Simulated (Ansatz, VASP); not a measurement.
**Two plane-wave programs on InP**

```xyz
2
Lattice="0.0000 2.8117 2.8533 2.8117 0.0000 2.8533 2.8117 2.8117 0.0000" Properties=species:S:1:pos:R:3 pbc="T T T"
In    0.0000    0.0000    0.0000
P     2.8117    2.8117    2.8533
```

Change from the starting cell: strain +0.015 along x and y, +0.030 along z, atoms carried along.

Alike in both runs: task single point; functional PBE; k mesh 18 × 18 × 18; occupations gaussian, width 0.15 eV; no spin polarisation.

|  | VASP | Ansatz |
| --- | --- | --- |
| version | VASP 6.6.1 | Ansatz 0.2.0 |
| potentials or method | VASP PAW PBE potentials, release 64 (In_d, P), cutoff 520 eV | scalar-relativistic, plane waves, PAW |
| valence electrons in the cell | 18 | 18 |

```tsv
	VASP	Ansatz	Ansatz less VASP
gap on the k mesh at the Fermi level (eV)	none	none	-
pressure (GPa)	-3.8	-3.7	+0.04
traceless stress, the component that is largest in VASP (GPa)	-0.75	-0.76	-0.004
```

A gap of «none» marks a metal or a gap that the smearing closes.
